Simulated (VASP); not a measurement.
# MgSnO2 (P4_2/mmc) in VASP: further runs

MgSnO2 is run at these levels: PBE; tasks: single point, relaxation of cell and atoms.

Program: VASP 6.6.1. These are calculated values, not measurements. Logs are shortened: lines on timing, memory, paths and dates and some standing lists are left out, and cuts for length are marked.

### Step 1. The cell of the first run

It takes space group P4_2/mmc (No. 131, tetragonal). Conventional cell: a = 5.172 Å, b = 5.172 Å, c = 7.085 Å, α = 90.00°, β = 90.00°, γ = 90.00°. Mg (site symmetry mmm) has 2 O at 1.77 Å within 2.4 Å. Sn (site symmetry mmm) has 2 Mg at 2.59 Å and 8 O at 3.13 Å within 3.4 Å. O (site symmetry -4m2) has 4 Sn at 3.13 Å and 6 O at 3.54 to 3.66 Å and 8 Mg at 4.06 Å within 4.1 Å. O (site symmetry -4m2) has 2 Mg at 1.77 Å within 2.4 Å.

The cell was generated, and may not be a known phase.

### Step 2. Single point, PBE

INCAR

```
SYSTEM = MgSnO2
PREC     = Accurate       ! precision mode
ENCUT    = 520            ! plane-wave cutoff, eV
EDIFF    = 1E-6           ! SCF threshold, eV
ISMEAR   = 0              ! smearing method
SIGMA    = 0.1            ! smearing width, eV
LREAL    = .FALSE.        ! projectors in reciprocal space
LASPH    = .TRUE.         ! aspherical terms in the spheres
NELM     = 80             ! most SCF steps
ALGO     = Normal         ! electronic algorithm
ISIF     = 2              ! what is computed and relaxed
LWAVE    = .FALSE.        ! write WAVECAR
LCHARG   = .TRUE.         ! write CHGCAR
GGA      = PE             ! functional
LELF     = .TRUE.         ! ELF
LVHAR    = .TRUE.       
NBANDS   = 38             ! bands
```

KPOINTS

```
Automatic mesh
0
G
  4 4 4
  0 0 0
```

POSCAR

```
MgSnO2
1.0
    5.1719412337      0.0000000000      0.0000000000
    0.0000000000      5.1719412337      0.0000000000
    0.0000000000      0.0000000000      7.0850950958
Mg Sn O
2 2 4
Direct
    0.5000000000      0.5000000000      0.0000000000
    0.5000000000      0.5000000000      0.5000000000
    0.0000000000      0.5000000000      0.5000000000
    0.5000000000      0.0000000000      0.0000000000
    0.0000000000      0.0000000000      0.2500000000
    0.0000000000      0.0000000000      0.7500000000
    0.5000000000      0.5000000000      0.2500000000
    0.5000000000      0.5000000000      0.7500000000
```

Potentials or basis: VASP PAW PBE potentials, release 64 (Mg, Sn_d, O).

Command:

```
$ cat potpaw_PBE.64/Mg/POTCAR potpaw_PBE.64/Sn_d/POTCAR potpaw_PBE.64/O/POTCAR > POTCAR
$ mpirun -np 1 vasp_std > vasp.out
```

OUTCAR:

```text
SYSTEM = MgSnO2
   PREC = Accurate
   ENCUT = 520
   EDIFF = 1E-6
   ISMEAR = 0
   LREAL = .FALSE.
   LASPH = .TRUE.
   NELM = 80
   ISIF = 2
   GGA = PE

 ion  position               nearest neighbor table
   1  0.500  0.500  0.000-   7 1.77   8 1.77   4 2.59   4 2.59   2 3.54   2 3.54
   2  0.500  0.500  0.500-   7 1.77   8 1.77   3 2.59   3 2.59   1 3.54   1 3.54
   3  0.000  0.500  0.500-   2 2.59   2 2.59
   4  0.500  0.000  0.000-   1 2.59   1 2.59
   5  0.000  0.000  0.250-
   6  0.000  0.000  0.750-
   7  0.500  0.500  0.250-   1 1.77   2 1.77
   8  0.500  0.500  0.750-   1 1.77   2 1.77

  LATTYP: Found a simple tetragonal cell.
 ALAT       =     5.1719412337
 C/A-ratio  =     1.3699102089

  Lattice vectors:

 A1 = (   5.1719412337,   0.0000000000,   0.0000000000)
 A2 = (   0.0000000000,   5.1719412337,   0.0000000000)
 A3 = (   0.0000000000,   0.0000000000,   7.0850950958)

Analysis of symmetry for initial positions (statically):
=====================================================================
 Subroutine PRICEL returns:
 Original cell was already a primitive cell.

 Routine SETGRP: Setting up the symmetry group for a
 simple tetragonal supercell.

 Subroutine GETGRP returns: Found 16 space group operations
 (whereof  8 operations were pure point group operations)
 out of a pool of 16 trial point group operations.

The static configuration has the point symmetry D_2h.
 The point group associated with its full space group is D_4h.

Analysis of symmetry for dynamics (positions and initial velocities):
=====================================================================
 Subroutine PRICEL returns:
 Original cell was already a primitive cell.

 Routine SETGRP: Setting up the symmetry group for a
 simple tetragonal supercell.

 Subroutine GETGRP returns: Found 16 space group operations
 (whereof  8 operations were pure point group operations)
 out of a pool of 16 trial point group operations.

The dynamic configuration has the point symmetry D_2h.
 The point group associated with its full space group is D_4h.

 Subroutine INISYM returns: Found 16 space group operations
 (whereof  8 operations are pure point group operations),
 and found     1 'primitive' translations

----------------------------------------------------------------------------------------

                                     Primitive cell

  volume of cell :     189.5190

  direct lattice vectors                    reciprocal lattice vectors
     5.171941234  0.000000000  0.000000000     0.193350998  0.000000000  0.000000000
     0.000000000  5.171941234  0.000000000     0.000000000  0.193350998  0.000000000
     0.000000000  0.000000000  7.085095096     0.000000000  0.000000000  0.141141366

  length of vectors
     5.171941234  5.171941234  7.085095096     0.193350998  0.193350998  0.141141366

  position of ions in fractional coordinates (direct lattice)
     0.500000000  0.500000000  0.000000000
     0.500000000  0.500000000  0.500000000
     0.000000000  0.500000000  0.500000000
     0.500000000  0.000000000  0.000000000
     0.000000000  0.000000000  0.250000000
     0.000000000  0.000000000  0.750000000
     0.500000000  0.500000000  0.250000000
     0.500000000  0.500000000  0.750000000

  ion indices of the primitive-cell ions
   primitive index   ion index
                 1           1
                 2           2
                 3           3
                 4           4
                 5           5
                 6           6
                 7           7
                 8           8

----------------------------------------------------------------------------------------

 KPOINTS: Automatic mesh

Automatic generation of k-mesh.
 Grid dimensions read from file:
 generate k-points for:    4    4    4

 Generating k-lattice:

  Cartesian coordinates                     Fractional coordinates (reciprocal lattice)
     0.048337750  0.000000000  0.000000000     0.250000000  0.000000000  0.000000000
     0.000000000  0.048337750  0.000000000     0.000000000  0.250000000  0.000000000
     0.000000000  0.000000000  0.035285341     0.000000000  0.000000000  0.250000000

  Length of vectors
     0.048337750  0.048337750  0.035285341

  Shift w.r.t. Gamma in fractional coordinates (k-lattice)
     0.000000000  0.000000000  0.000000000

 Subroutine IBZKPT returns following result:
 ===========================================

 Found     18 irreducible k-points:

 Following reciprocal coordinates:
            Coordinates               Weight
  0.000000  0.000000  0.000000      1.000000
  0.250000  0.000000  0.000000      4.000000
  0.500000  0.000000  0.000000      2.000000
  0.250000  0.250000  0.000000      4.000000
  0.500000  0.250000  0.000000      4.000000
  0.500000  0.500000  0.000000      1.000000
[... 10 lines left out ...]
  0.500000  0.250000  0.500000      4.000000
  0.500000  0.500000  0.500000      1.000000
   k-points           NKPTS =     18   k-points in BZ     NKDIM =     18   number of bands    NBANDS=     38
   number of dos      NEDOS =    301   number of ions     NIONS =      8
   total plane-waves  NPLWV =  86400
   dimension x,y,z NGX =    40 NGY =   40 NGZ =   54
   dimension x,y,z NGXF=    80 NGYF=   80 NGZF=  108
   ions per type =               2   2   4
   NGX,Y,Z   is equivalent  to a cutoff of  12.86, 12.86, 12.67 a.u.
   NGXF,Y,Z  is equivalent  to a cutoff of  25.72, 25.72, 25.34 a.u.
 SYSTEM =  MgSnO2
   PREC   = accura    normal or accurate (medium, high low for compatibility)
   ISTART =      0    job   : 0-new  1-cont  2-samecut
   ICHARG =      2    charge: 1-file 2-atom 10-const
   ISPIN  =      1    spin polarized calculation?
   LNONCOLLINEAR =      F non collinear calculations
   LSORBIT =      F    spin-orbit coupling
   LASPH  =      T    aspherical Exc in radial PAW
   ENCUT  =  520.0 eV  38.22 Ry    6.18 a.u.   9.62  9.62 13.17*2*pi/ulx,y,z
   NELM   =     80;   NELMIN=  2; NELMDL= -5     # of ELM steps
   EDIFF  = 0.1E-05   stopping-criterion for ELM
   LREAL  =      F    real-space projection
   EDIFFG = 0.1E-04   stopping-criterion for IOM
   NSW    =      0    number of steps for IOM
   IBRION =     -1    ionic relax: 0-MD 1-quasi-New 2-CG
   NFREE  =      0    steps in history (QN), initial steepest desc. (CG)
   ISIF   =      2    stress and relaxation
   ISYM   =      2    0-nonsym 1-usesym 2-fastsym
   POTIM  = 0.5000    time-step for ionic-motion
   TEBEG  =    0.0;   TEEND  =   0.0 temperature during run
   PSTRESS=    0.0 pullay stress
   NELECT =      56.0000    total number of electrons
   NUPDOWN=      -1.0000    fix difference up-down
   EMIN   =  10.00;   EMAX   =-10.00  energy-range for DOS
   EFERMI =   0.00;   METHOD = LEGACY
   ISMEAR =     0;   SIGMA  =   0.10  broadening in eV -4-tet -1-fermi 0-gaus
   EFERMI_NEDOS =   21; number of points for ismear=-14 and -15
   IALGO  =     38    algorithm
   IMIX   =      4    mixing-type and parameters
     AMIX     =   0.40;   BMIX     =  1.00
     AMIX_MAG =   1.60;   BMIX_MAG =  1.00
  volume/ion in A,a.u.               =      23.69       159.87
  Fermi-wavevector in a.u.,A,eV,Ry     =   1.090402  2.060561 16.177002  1.188976
  Thomas-Fermi vector in A             =   2.226625
   LORBIT       =      0    0 simple, 1 ext, 2 COOP (PROOUT), +10 PAW based schemes
   GGA     = PE    functional components
   LHFCALC =     F    Hartree Fock is set to
   AEXX    =    0.0000 exact exchange contribution
   IVDW    =     0    specifies the selected vdW correction
   LEPSILON=     F    determine dielectric tensor
   LRPA    =     F    only Hartree local field effects (RPA)
 non-spin polarized calculation
 Gauss-broadening in eV      SIGMA  =   0.10
  energy-cutoff  :      520.00
  volume of cell :      189.52
 maximum number of plane-waves:      5138
 NGX is ok and might be reduce to    40
   NGX = 19   NGY = 19   NGZ = 27

 number of electron      55.9999986 magnetization

 Free energy of the ion-electron system (eV)
  ---------------------------------------------------
  ext. energy  EPLUGINS =         0.00000000
  ---------------------------------------------------
  free energy    TOTEN  =       -30.69452641 eV

  energy without entropy =      -30.65111080  energy(sigma->0) =      -30.67281860

 E-fermi :   0.9674     XC(G=0):  -7.8579

 val. band max:        0.9656439171   @ k =   0.2500   0.0000   0.0000
 cond. band min:       0.9802607738   @ k =   0.5000   0.2500   0.2500
 fundamental gap:      0.0146168567
 Fermi energy:         0.9673550450

 k-point     1 :       0.0000    0.0000    0.0000
  band No.  band energies     occupation
      1     -21.0555      2.00000
      2     -21.0537      2.00000
      3     -20.9683      2.00000
      4     -20.9683      2.00000
      5     -20.9305      2.00000
      6     -20.9298      2.00000
[... 30 lines left out ...]
     37       8.3588      0.00000
     38       8.6274      0.00000

 k-point     2 :       0.2500    0.0000    0.0000
  band No.  band energies     occupation
      1     -21.0546      2.00000
      2     -21.0507      2.00000
      3     -20.9690      2.00000
      4     -20.9682      2.00000
      5     -20.9304      2.00000
      6     -20.9299      2.00000
[... 30 lines left out ...]
     37       7.7031      0.00000
     38       8.1616      0.00000

 k-point     3 :       0.5000    0.0000    0.0000
  band No.  band energies     occupation
      1     -21.0544      2.00000
      2     -21.0471      2.00000
      3     -20.9698      2.00000
      4     -20.9682      2.00000
      5     -20.9303      2.00000
      6     -20.9300      2.00000
[... 30 lines left out ...]
     37       7.1630      0.00000
[... 535 lines left out ...]
 k-point    17 :       0.5000    0.2500    0.5000
  band No.  band energies     occupation
      1     -21.0506      2.00000
      2     -21.0470      2.00000
      3     -20.9698      2.00000
      4     -20.9690      2.00000
      5     -20.9303      2.00000
      6     -20.9301      2.00000
[... 30 lines left out ...]
     37       7.7715      0.00000
     38       8.9664      0.00000

 k-point    18 :       0.5000    0.5000    0.5000
  band No.  band energies     occupation
      1     -21.0469      2.00000
      2     -21.0469      2.00000
      3     -20.9698      2.00000
      4     -20.9698      2.00000
      5     -20.9302      2.00000
      6     -20.9302      2.00000
[... 30 lines left out ...]
     37       9.2451      0.00000
     38       9.2451      0.00000

------------------------ aborting loop because EDIFF is reached ----------------------------------------

  FORCE on cell =-STRESS in cart. coord.  units (eV):
  Direction    XX          YY          ZZ          XY          YZ          ZX
  --------------------------------------------------------------------------------------
  -------------------------------------------------------------------------------------
  Total        0.0034252      0.0034252      0.3081911      0.0000000      0.0000000      0.0000000
  in kB        0.0289560      0.0289560      2.6054206      0.0000000      0.0000000      0.0000000
  external PRESSURE =       0.8877775 kB  Pullay stress =       0.0000000 kB

 VOLUME and BASIS-vectors are now :
 -----------------------------------------------------------------------------
  energy-cutoff  :      520.00
  volume of cell :      189.52
      direct lattice vectors                 reciprocal lattice vectors
     5.171941234  0.000000000  0.000000000     0.193350998  0.000000000  0.000000000
     0.000000000  5.171941234  0.000000000     0.000000000  0.193350998  0.000000000
     0.000000000  0.000000000  7.085095096     0.000000000  0.000000000  0.141141366

 POSITION                                       TOTAL-FORCE (eV/Angst)
 -----------------------------------------------------------------------------------
      2.58597      2.58597      0.00000        -0.000000      0.000000     -0.000000
      2.58597      2.58597      3.54255        -0.000000      0.000000     -0.000000
      0.00000      2.58597      3.54255        -0.000000      0.000000     -0.000000
      2.58597      0.00000      0.00000        -0.000000      0.000000     -0.000000
      0.00000      0.00000      1.77127        -0.000000     -0.000000     -0.000000
      0.00000      0.00000      5.31382         0.000000      0.000000      0.000000
      2.58597      2.58597      1.77127        -0.000000     -0.000000     -0.000000
      2.58597      2.58597      5.31382        -0.000000     -0.000000      0.000000
 -----------------------------------------------------------------------------------
    total drift:                               -0.000000      0.000000     -0.000000

  FREE ENERGIE OF THE ION-ELECTRON SYSTEM (eV)
  ---------------------------------------------------
  free  energy   TOTEN  =       -30.6945264077 eV

  energy  without entropy=      -30.6511107959  energy(sigma->0) =      -30.67281860
```

Wall time 78 s (1 thread of Intel Xeon 6975P-C (Granite Rapids), shared host); peak memory 0.34 GiB.

Results:

```yaml
Free_energy: -30.6945 eV
Pressure: 0.1 GPa
Band_gap_on_the_k_mesh: zero (bands 28 and 29 overlap by 0.17 eV)
```

Stress tensor (GPa, compression positive):
```
0.00 0.00 0.00
0.00 0.00 0.00
0.00 0.00 0.26
```

Levels at points of the mesh, in eV from the Fermi level:
```tsv
k point	band 25	band 26	band 27	band 28	band 29	band 30	band 31	band 32
(0.00, 0.00, 0.00)	-0.54	-0.27	-0.27	-0.04	0.72	0.72	1.10	2.32
(0.50, 0.00, 0.00)	-0.89	-0.58	-0.34	0.02	0.21	0.87	2.00	2.47
(0.50, 0.50, 0.00)	-0.48	-0.48	-0.23	-0.23	0.08	0.67	1.16	3.11
(0.00, 0.00, 0.50)	-0.38	-0.38	-0.32	-0.32	0.97	0.97	1.42	1.42
(0.50, 0.00, 0.50)	-0.95	-0.45	-0.19	-0.06	0.25	0.94	1.95	2.58
(0.50, 0.50, 0.50)	-0.55	-0.55	-0.12	-0.12	-0.08	-0.08	2.29	2.29
```

Caveat: semilocal functionals underestimate gaps, and a narrow one can read as zero; spin-orbit coupling is left out, which moves the levels of the heavy elements.

(Part 1 of 5 ends here.)

The gap in the log of VASP goes by the Fermi energy; the results here count the filled bands.